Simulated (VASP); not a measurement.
A run of VASP 6.6.1 is set up as follows.

The input INCAR:

```
PREC = Accurate
ENCUT = 520
EDIFF = 1E-7
ISMEAR = -1
SIGMA = 0.03
LREAL = F
LASPH = T
NELM = 60
ALGO = Normal
ISIF = 2
LWAVE = F
LCHARG = T
GGA = PS
LELF = T
LVHAR = T
NBANDS = 30
```

File KPOINTS:

```
regular mesh
0
Gamma
  2 6 6
```

File POSCAR:

```
LiCl
1.0
   10.1294713859      0.0000000000      0.0000000000
    0.0000000000      3.5801162972      0.0000000000
    0.0000000000      0.0000000000      3.5814422533
Li Cl
4 4
Direct
    0.8749821845      0.2500000000      0.2493776694
    0.1250178155      0.7500000000      0.7506223306
    0.6250178155      0.7500000000      0.7493776694
    0.3749821845      0.2500000000      0.2506223306
    0.6249813776      0.2500000000      0.2497203176
    0.3750186224      0.7500000000      0.7502796824
    0.8750186224      0.7500000000     -0.2502796824
    0.1249813776      0.2500000000      1.2502796824
```

Potentials or basis: VASP PAW PBE potentials, release 64 (Li_sv, Cl).

Run with:

```console
$ cat potpaw_PBE.64/Li_sv/POTCAR potpaw_PBE.64/Cl/POTCAR > POTCAR
$ mpirun -np 1 vasp_std > vasp.out
```

Q: Estimate the band gap on the k mesh.

A: 6.36 eV.

 As with any semilocal functional, this PBEsol gap is likely too small.
